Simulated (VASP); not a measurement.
The system is Si.

```
CELL_PARAMETERS angstrom
0.00000 2.72212 2.72212
2.72212 0.00000 2.72212
2.72212 2.72212 0.00000
ATOMIC_POSITIONS crystal
Si 0.00000 0.00000 0.00000
Si 0.25000 0.25000 0.25000
```

Base run:

- Program: VASP 6.6.1
- Functional: r2SCAN
- Potentials or basis: VASP PAW PBE potentials, release 64 (Si)
- Cutoff: 520 eV
- k mesh: 6 × 6 × 6
- Occupations: gaussian, width 0.01 eV
- Spin: no spin polarisation

Its results: band gap on the k mesh 0.93 eV, indirect (least direct gap 2.75 eV); pressure -0.2 GPa.

**Question.** The run is repeated on the same cell with these changes: cutoff from 520 eV to 550 eV; k mesh from 6 × 6 × 6 to 8 × 8 × 8. What comes out?

**Answer.** Band gap on the k mesh 0.83 eV, indirect (least direct gap 2.75 eV); pressure -0.2 GPa.

Caveats: the PAW data sets were made with another functional, which shifts forces and pressure a little.

A k mesh can miss the band edges.
